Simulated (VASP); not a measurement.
# Cs11I12 (a cell with a defect) in VASP: further runs

Runs on Cs11I12 (a cell with a defect). Level: PBEsol. Tasks: single point.

Program: VASP 6.6.1. These are calculated values, not measurements. Logs are shortened: lines on timing, memory, paths and dates and some standing lists are left out, and cuts for length are marked.

**1. The cell of the first run**

The cell holds a defect, 23 atoms: a = 11.031 Å, b = 11.031 Å, c = 11.031 Å, α = 80.41°, β = 70.53°, γ = 60.00°.

**2. Single point, PBEsol**

INCAR reads:

```
PREC     = Accurate       # precision mode
ENCUT    = 520            # plane-wave cutoff, eV
EDIFF    = 1E-6           # SCF threshold, eV
ISMEAR   = 0              # smearing method
SIGMA    = 0.05           # smearing width, eV
LREAL    = Auto         
LASPH    = T              # aspherical terms in the spheres
NELM     = 100            # most SCF steps
ALGO     = Normal         # electronic algorithm
ISIF     = 2              # what is computed and relaxed
LWAVE    = F              # write WAVECAR
LCHARG   = F              # write CHGCAR
GGA      = PS             # functional
NELECT   = 184.0        
NBANDS   = 108            # bands
```

KPOINTS reads:

```
regular mesh
0
Gamma
  2 2 2
```

POSCAR reads:

```
Cs11I12
1.0
   -4.5033237172      4.5033237172      9.0066474345
   -9.0066474345     -4.5033237172      4.5033237172
    4.5033237172     -4.5033237172      9.0066474345
Cs I
11 12
Direct
    0.5023578640     -0.0047157762      0.4999999759
    0.7300128097      0.0166665789      0.7599085064
   -0.0000676537      0.0001353075      0.0000000000
    0.9366538876      0.6500000556      0.2400915563
    0.1643088075      0.6713823367      0.4999999759
    0.4133460344      0.6500001296      0.7599085064
    0.6667343067      0.6665314011     -0.0000000555
    0.5702025499      0.3333332802      0.2385315974
    0.8333333301      0.3333333543      0.4999999759
    0.0964641771      0.3333332802      0.7614684099
    0.2533206186      0.0166665789      0.2400915008
    0.9445791635      0.3333333543      0.1302952634
    0.2032562075      0.3333333543      0.3892796987
    0.4634104455      0.3333333543      0.6107203085
    0.7220874967      0.3333333543      0.8697046883
    0.6355827228     -0.0122622764      0.1295462611
    0.8752566987     -0.0004272400      0.3752848687
    0.1251705486     -0.0004272400      0.6247151386
    0.3766796533      0.9877377124      0.8704536907
    0.2899870737      0.6789289109      0.1295463166
    0.5414961045      0.6670939485      0.3752848687
    0.7914099431      0.6670938745      0.6247151386
    0.0310840227      0.6789289109      0.8704536907
```

Potentials or basis: VASP PAW PBE potentials, release 64 (Cs_sv, I).

Command:

```console
> cat potpaw_PBE.64/Cs_sv/POTCAR potpaw_PBE.64/I/POTCAR > POTCAR
> mpirun -np 1 vasp_std > vasp.out
```

OUTCAR:

```text
PREC = Accurate
   ENCUT = 520
   EDIFF = 1E-6
   ISMEAR = 0
   LREAL = Auto
   LASPH = T
   NELM = 100
   ISIF = 2
   GGA = PS
   NELECT = 184.0

 ion  position               nearest neighbor table
   1  0.502  0.995  0.500-
   2  0.730  0.017  0.760-
   3  1.000  0.000  0.000-
   4  0.937  0.650  0.240-
   5  0.164  0.671  0.500-
   6  0.413  0.650  0.760-
[... 15 lines left out ...]
  22  0.791  0.667  0.625-
  23  0.031  0.679  0.870-

  LATTYP: Found a base centered monoclinic cell.
 ALAT       =    11.0308452538
 B/A-ratio  =     1.7320508076
 C/A-ratio  =     1.0000000000
 COS(beta)  =    -0.3333333333

  Lattice vectors:

 A1 = (  -4.5033237173,  -9.0066474344,  -4.5033237173)
 A2 = (   9.0066474345,   4.5033237172,  -4.5033237172)
 A3 = (   4.5033237172,  -4.5033237172,   9.0066474345)

Analysis of symmetry for initial positions (statically):
=====================================================================
 Subroutine PRICEL returns:
 Original cell was already a primitive cell.

 Routine SETGRP: Setting up the symmetry group for a
 base centered monoclinic supercell.

 Subroutine GETGRP returns: Found  4 space group operations
 (whereof  2 operations were pure point group operations)
 out of a pool of  4 trial point group operations.

The static configuration has the point symmetry C_2 .
 The point group associated with its full space group is C_2h.

Analysis of symmetry for dynamics (positions and initial velocities):
=====================================================================
 Subroutine PRICEL returns:
 Original cell was already a primitive cell.

 Routine SETGRP: Setting up the symmetry group for a
 base centered monoclinic supercell.

 Subroutine GETGRP returns: Found  4 space group operations
 (whereof  2 operations were pure point group operations)
 out of a pool of  4 trial point group operations.

The dynamic configuration has the point symmetry C_2 .
 The point group associated with its full space group is C_2h.

 Subroutine INISYM returns: Found  4 space group operations
 (whereof  2 operations are pure point group operations),
 and found     1 'primitive' translations

----------------------------------------------------------------------------------------

                                     Primitive cell

  volume of cell :    1095.9248

  direct lattice vectors                    reciprocal lattice vectors
    -4.503323717  4.503323717  9.006647434    -0.018504851  0.092524254  0.055514552
    -9.006647434 -4.503323717  4.503323717    -0.074019403 -0.074019403  0.000000000
     4.503323717 -4.503323717  9.006647434     0.055514552 -0.055514552  0.055514552

  length of vectors
    11.030845254 11.030845254 11.030845254     0.109476173  0.104679244  0.096154025

  position of ions in fractional coordinates (direct lattice)
     0.502357864  0.995284224  0.499999976
     0.730012810  0.016666579  0.759908506
     0.999932346  0.000135308  0.000000000
     0.936653888  0.650000056  0.240091556
     0.164308807  0.671382337  0.499999976
     0.413346034  0.650000130  0.759908506
[... 15 lines left out ...]
     0.791409943  0.667093874  0.624715139
     0.031084023  0.678928911  0.870453691

  ion indices of the primitive-cell ions
   primitive index   ion index
                 1           1
                 2           2
                 3           3
                 4           4
                 5           5
                 6           6
[... 15 lines left out ...]
                22          22
                23          23

----------------------------------------------------------------------------------------

 KPOINTS: regular mesh

Automatic generation of k-mesh.
 Grid dimensions read from file:
 generate k-points for:    2    2    2

 Generating k-lattice:

  Cartesian coordinates                     Fractional coordinates (reciprocal lattice)
    -0.009252425  0.046262127  0.027757276     0.500000000 -0.000000000 -0.000000000
    -0.037009702 -0.037009702  0.000000000     0.000000000  0.500000000  0.000000000
     0.027757276 -0.027757276  0.027757276     0.000000000  0.000000000  0.500000000

  Length of vectors
     0.054738087  0.052339622  0.048077013

  Shift w.r.t. Gamma in fractional coordinates (k-lattice)
     0.000000000  0.000000000  0.000000000

 Subroutine IBZKPT returns following result:
 ===========================================

 Found      6 irreducible k-points:

 Following reciprocal coordinates:
            Coordinates               Weight
  0.000000  0.000000  0.000000      1.000000
  0.500000 -0.000000  0.000000      2.000000
  0.000000  0.500000  0.000000      1.000000
  0.000000 -0.000000  0.500000      1.000000
  0.500000 -0.000000  0.500000      2.000000
  0.000000  0.500000  0.500000      1.000000
   k-points           NKPTS =      6   k-points in BZ     NKDIM =      6   number of bands    NBANDS=    108
   number of dos      NEDOS =    301   number of ions     NIONS =     23
   total plane-waves  NPLWV = 592704
   dimension x,y,z NGX =    84 NGY =   84 NGZ =   84
   dimension x,y,z NGXF=   168 NGYF=  168 NGZF=  168
   ions per type =              11  12
   NGX,Y,Z   is equivalent  to a cutoff of  12.66, 12.66, 12.66 a.u.
   NGXF,Y,Z  is equivalent  to a cutoff of  25.32, 25.32, 25.32 a.u.
 SYSTEM =  unknown system
   PREC   = accura    normal or accurate (medium, high low for compatibility)
   ISTART =      0    job   : 0-new  1-cont  2-samecut
   ICHARG =      2    charge: 1-file 2-atom 10-const
   ISPIN  =      1    spin polarized calculation?
   LNONCOLLINEAR =      F non collinear calculations
   LSORBIT =      F    spin-orbit coupling
   LASPH  =      T    aspherical Exc in radial PAW
   ENCUT  =  520.0 eV  38.22 Ry    6.18 a.u.  20.51 20.51 20.51*2*pi/ulx,y,z
   NELM   =    100;   NELMIN=  2; NELMDL= -5     # of ELM steps
   EDIFF  = 0.1E-05   stopping-criterion for ELM
   LREAL  =      T    real-space projection
   EDIFFG = 0.1E-04   stopping-criterion for IOM
   NSW    =      0    number of steps for IOM
   IBRION =     -1    ionic relax: 0-MD 1-quasi-New 2-CG
   NFREE  =      0    steps in history (QN), initial steepest desc. (CG)
   ISIF   =      2    stress and relaxation
   ISYM   =      2    0-nonsym 1-usesym 2-fastsym
   POTIM  = 0.5000    time-step for ionic-motion
   TEBEG  =    0.0;   TEEND  =   0.0 temperature during run
   PSTRESS=    0.0 pullay stress
   NELECT =     184.0000    total number of electrons
   NUPDOWN=      -1.0000    fix difference up-down
   EMIN   =  10.00;   EMAX   =-10.00  energy-range for DOS
   EFERMI =   0.00;   METHOD = LEGACY
   ISMEAR =     0;   SIGMA  =   0.05  broadening in eV -4-tet -1-fermi 0-gaus
   EFERMI_NEDOS =   21; number of points for ismear=-14 and -15
   IALGO  =     38    algorithm
   IMIX   =      4    mixing-type and parameters
     AMIX     =   0.40;   BMIX     =  1.00
     AMIX_MAG =   1.60;   BMIX_MAG =  1.00
  volume/ion in A,a.u.               =      47.65       321.55
  Fermi-wavevector in a.u.,A,eV,Ry     =   0.903137  1.706682 11.097691  0.815657
  Thomas-Fermi vector in A             =   2.026426
   LORBIT       =      0    0 simple, 1 ext, 2 COOP (PROOUT), +10 PAW based schemes
   GGA     = PS    functional components
   LHFCALC =     F    Hartree Fock is set to
   AEXX    =    0.0000 exact exchange contribution
   IVDW    =     0    specifies the selected vdW correction
   LEPSILON=     F    determine dielectric tensor
   LRPA    =     F    only Hartree local field effects (RPA)
 non-spin polarized calculation
 Gauss-broadening in eV      SIGMA  =   0.05
  energy-cutoff  :      520.00
  volume of cell :     1095.92
 maximum number of plane-waves:     29579
 NGX is ok and might be reduce to    84
   NGX = 41   NGY = 41   NGZ = 41

 number of electron     183.9999996 magnetization

 Free energy of the ion-electron system (eV)
  ---------------------------------------------------
  ext. energy  EPLUGINS =         0.00000000
  ---------------------------------------------------
  free energy    TOTEN  =       -63.78621344 eV

  energy without entropy =      -63.78621344  energy(sigma->0) =      -63.78621344

 E-fermi :   1.0096     XC(G=0):  -7.9166

 val. band max:        0.7249535549   @ k =   0.5000  -0.0000   0.5000
 cond. band min:       4.5550639597   @ k =   0.0000   0.0000   0.0000
 fundamental gap:      3.8301104048
 Fermi energy:         1.0095982358

 k-point     1 :       0.0000    0.0000    0.0000
  band No.  band energies     occupation
      1     -19.6590      2.00000
      2     -19.6321      2.00000
      3     -19.6318      2.00000
      4     -19.6312      2.00000
      5     -19.6273      2.00000
      6     -19.6218      2.00000
[... 96 lines left out ...]
    103       6.0693      0.00000
    104       6.1341      0.00000

 k-point     2 :       0.5000   -0.0000    0.0000
  band No.  band energies     occupation
      1     -19.6491      2.00000
      2     -19.6462      2.00000
      3     -19.6354      2.00000
      4     -19.6319      2.00000
      5     -19.6237      2.00000
      6     -19.6216      2.00000
[... 96 lines left out ...]
    103       5.7940      0.00000
    104       5.8805      0.00000

 k-point     3 :       0.0000    0.5000    0.0000
  band No.  band energies     occupation
      1     -19.6533      2.00000
      2     -19.6401      2.00000
      3     -19.6318      2.00000
      4     -19.6314      2.00000
      5     -19.6312      2.00000
      6     -19.6197      2.00000
[... 96 lines left out ...]
    103       5.7516      0.00000
    104       5.9787      0.00000

 k-point     4 :       0.0000   -0.0000    0.5000
  band No.  band energies     occupation
      1     -19.6508      2.00000
      2     -19.6469      2.00000
      3     -19.6318      2.00000
      4     -19.6314      2.00000
      5     -19.6273      2.00000
      6     -19.6140      2.00000
[... 96 lines left out ...]
    103       5.8697      0.00000
    104       5.9049      0.00000

 k-point     5 :       0.5000   -0.0000    0.5000
  band No.  band energies     occupation
      1     -19.6456      2.00000
      2     -19.6446      2.00000
      3     -19.6391      2.00000
      4     -19.6378      2.00000
      5     -19.6205      2.00000
      6     -19.6200      2.00000
[... 96 lines left out ...]
    103       5.9520      0.00000
    104       5.9575      0.00000

 k-point     6 :       0.0000    0.5000    0.5000
  band No.  band energies     occupation
      1     -19.6489      2.00000
      2     -19.6408      2.00000
      3     -19.6395      2.00000
      4     -19.6320      2.00000
      5     -19.6311      2.00000
      6     -19.6155      2.00000
[... 96 lines left out ...]
    103       6.0053      0.00000
    104       6.0072      0.00000
 [bands above 104 left out]

------------------------ aborting loop because EDIFF is reached ----------------------------------------

  FORCE on cell =-STRESS in cart. coord.  units (eV):
  Direction    XX          YY          ZZ          XY          YZ          ZX
  --------------------------------------------------------------------------------------
  -------------------------------------------------------------------------------------
  Total        6.5486294      6.5486294      6.5282577      0.0390399      0.0196307     -0.0196310
  in kB        9.5737095      9.5737095      9.5439274      0.0570741      0.0286990     -0.0286993
  external PRESSURE =       9.5637821 kB  Pullay stress =       0.0000000 kB

 VOLUME and BASIS-vectors are now :
 -----------------------------------------------------------------------------
  energy-cutoff  :      520.00
  volume of cell :     1095.92
      direct lattice vectors                 reciprocal lattice vectors
    -4.503323717  4.503323717  9.006647434    -0.018504851  0.092524254  0.055514552
    -9.006647434 -4.503323717  4.503323717    -0.074019403 -0.074019403  0.000000000
     4.503323717 -4.503323717  9.006647434     0.055514552 -0.055514552  0.055514552

 POSITION                                       TOTAL-FORCE (eV/Angst)
 -----------------------------------------------------------------------------------
     -8.97479     -4.47147     13.50997         0.015254      0.015254      0.000000
     -0.01548     -0.20969     13.49425         0.002373     -0.005174      0.001733
     -4.50424      4.50241      9.00665        -0.000504     -0.000504     -0.000000
     -8.99117      0.20969     13.52569        -0.002373      0.005174     -0.001733
     -4.53518     -4.53518      9.00665        -0.015254     -0.015254     -0.000000
     -4.29364     -4.48784     13.49425         0.005174     -0.002373      0.001733
[... 15 lines left out ...]
     -6.75896     -2.25346     15.75868        -0.000703      0.006282     -0.001278
     -2.33492     -6.83739     11.17727        -0.005314      0.004293     -0.000412
 -----------------------------------------------------------------------------------
    total drift:                               -0.001729     -0.002727      0.000185

  FREE ENERGIE OF THE ION-ELECTRON SYSTEM (eV)
  ---------------------------------------------------
  free  energy   TOTEN  =       -63.7862134389 eV

  energy  without entropy=      -63.7862134389  energy(sigma->0) =      -63.78621344
```

Wall time 14 min (1 thread of Intel Xeon 6975P-C (Granite Rapids), shared host); peak memory 1.3 GiB.

Results:

```yaml
Free_energy: -63.7862 eV
Largest_force: 0.022 eV/Å
```

Forces in eV/Å, atoms in the order of the input:
```
Cs   0.015  0.015  0.000
Cs   0.002 -0.005  0.002
Cs  -0.001 -0.001  0.000
Cs  -0.002  0.005 -0.002
Cs  -0.015 -0.015  0.000
Cs   0.005 -0.002  0.002
Cs   0.001  0.001  0.000
Cs  -0.003  0.003 -0.011
Cs   0.000  0.000  0.000
Cs   0.003 -0.003  0.011
Cs  -0.005  0.002 -0.002
I    0.001 -0.001  0.015
I   -0.003  0.003 -0.004
I    0.003 -0.003  0.004
I   -0.001  0.001 -0.015
I    0.005 -0.004  0.000
I    0.001 -0.006  0.001
I   -0.006  0.001 -0.001
I   -0.004  0.005  0.000
I    0.004 -0.005  0.000
I    0.006 -0.001  0.001
I   -0.001  0.006 -0.001
I   -0.005  0.004  0.000
```

Levels at points of the mesh, in eV from the Fermi level:
```csv
k point,band 89,band 90,band 91,band 92,band 93,band 94,band 95,band 96
"(0.00, 0.00, 0.00)",-0.39,-0.39,-0.39,-0.37,3.55,3.75,3.79,4.36
"(0.50, 0.00, 0.00)",-0.49,-0.48,-0.46,-0.44,4.19,4.26,4.41,4.45
"(0.00, 0.50, 0.00)",-0.45,-0.45,-0.44,-0.29,3.83,4.16,4.28,4.52
"(0.00, 0.00, 0.50)",-0.47,-0.44,-0.42,-0.38,4.31,4.36,4.36,4.37
"(0.50, 0.00, 0.50)",-0.51,-0.49,-0.46,-0.28,3.83,4.25,4.40,4.51
"(0.00, 0.50, 0.50)",-0.51,-0.51,-0.50,-0.44,4.35,4.35,4.35,4.47
```

Caveat: the cell carries a net charge on a neutralising background, which shifts energy and pressure; the cell is charged against a uniform background, so pressure and absolute levels hang on convention; the PAW data sets were made with another functional, which shifts forces and pressure a little; spin-orbit coupling is left out, which moves the levels of the heavy elements.

(Continued in part 2 of 2.)
